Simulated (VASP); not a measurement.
A run of VASP 6.6.1 is set up as follows.

Contents of INCAR:

```
SYSTEM = TaN
  PREC = Accurate
  ENCUT = 520
  EDIFF = 1E-6
  ISMEAR = 1
  SIGMA = 0.1
  LREAL = Auto
  LASPH = .True.
  NELM = 60
  ALGO = Normal
  ISIF = 2
  LWAVE = .False.
  LCHARG = .False.
  GGA = PS
  NBANDS = 168
```

KPOINTS

```
regular mesh
0
Gamma
  1 1 1
  0 0 0
```

POSCAR

```
TaN
1.0
    7.7675072943      4.4845723699      0.0000000000
   -7.7675072446      4.4845724560      0.0000000000
    0.0000000000      0.0000000000      5.7917586532
Ta N
18 18
Direct
    0.0000000000      0.0000000000      0.0000000000
    0.3333333333      0.6666666667      0.0000000000
    0.6666666667      0.3333333333      0.0000000000
    0.0000000000      0.6666666667      0.2500000000
    0.3333333333      0.3333333334      0.2500000000
    0.6666666667      0.0000000000      0.2500000000
    0.0000000000      0.3333333333      0.2500000000
    0.3333333333      0.0000000000      0.2500000000
    0.6666666667      0.6666666666      0.2500000000
    0.0000000000      0.0000000000      0.5000000000
    0.3333333333      0.6666666667      0.5000000000
    0.6666666667      0.3333333333      0.5000000000
    0.0000000000      0.6666666667      0.7500000000
    0.3333333333      0.3333333334      0.7500000000
    0.6666666667      0.0000000000      0.7500000000
    0.0000000000      0.3333333333      0.7500000000
    0.3333333333      0.0000000000      0.7500000000
    0.6666666667      0.6666666666      0.7500000000
    0.1311380463      0.8688619537      0.0000000000
    0.4644713796      0.5355286204      0.0000000000
    0.7978047130      0.2021952870      0.0000000000
    0.0710572408      0.5355286204      0.0000000000
    0.4043905742      0.2021952870      0.0000000000
    0.7377239075      0.8688619537      0.0000000000
    0.1311380463      0.2622760925      0.0000000000
    0.4644713796      0.9289427592      0.0000000000
    0.7978047130      0.5956094258      0.0000000000
    0.1311380463      0.8688619537      0.5000000000
    0.4644713796      0.5355286204      0.5000000000
    0.7978047130      0.2021952870      0.5000000000
    0.0710572408      0.5355286204      0.5000000000
    0.4043905742      0.2021952870      0.5000000000
    0.7377239075      0.8688619537      0.5000000000
    0.1311380463      0.2622760925      0.5000000000
    0.4644713796      0.9289427592      0.5000000000
    0.7978047130      0.5956094258      0.5000000000
```

Potentials or basis: VASP PAW PBE potentials, release 64 (Ta_pv, N).

The run is started by

```bash
$ cat potpaw_PBE.64/Ta_pv/POTCAR potpaw_PBE.64/N/POTCAR > POTCAR
$ mpirun -np 1 vasp_gam > vasp.out
```

Task: Predict the largest force.

Result: 0.053 eV/Å.

Task: Predict the band gap on the k mesh.

Result: 1.46 eV.

Forces in eV/Å, atoms in the order of the input:
```
Ta   0.000  0.000  0.000
Ta   0.000  0.000  0.000
Ta   0.000  0.000  0.000
Ta   0.000  0.000  0.000
Ta   0.000  0.000  0.000
Ta   0.000  0.000  0.000
Ta   0.000  0.000  0.000
Ta   0.000  0.000  0.000
Ta   0.000  0.000  0.000
Ta   0.000  0.000  0.000
Ta   0.000  0.000  0.000
Ta   0.000  0.000  0.000
Ta   0.000  0.000  0.000
Ta   0.000  0.000  0.000
Ta   0.000  0.000  0.000
Ta   0.000  0.000  0.000
Ta   0.000  0.000  0.000
Ta   0.000  0.000  0.000
N    0.053  0.000  0.000
N    0.053  0.000  0.000
N    0.053  0.000  0.000
N   -0.026 -0.046  0.000
N   -0.026 -0.046  0.000
N   -0.026 -0.046  0.000
N   -0.026  0.046  0.000
N   -0.026  0.046  0.000
N   -0.026  0.046  0.000
N    0.053  0.000  0.000
N    0.053  0.000  0.000
N    0.053  0.000  0.000
N   -0.026 -0.046  0.000
N   -0.026 -0.046  0.000
N   -0.026 -0.046  0.000
N   -0.026  0.046  0.000
N   -0.026  0.046  0.000
N   -0.026  0.046  0.000
```

Caveat: the k points lie up to 1.08 Å⁻¹ apart, too coarse for converged energies, forces and pressures; the PAW data sets were made with another functional, which shifts forces and pressure a little; spin-orbit coupling is left out, which moves the levels of the heavy elements. A k mesh can miss the band edges.
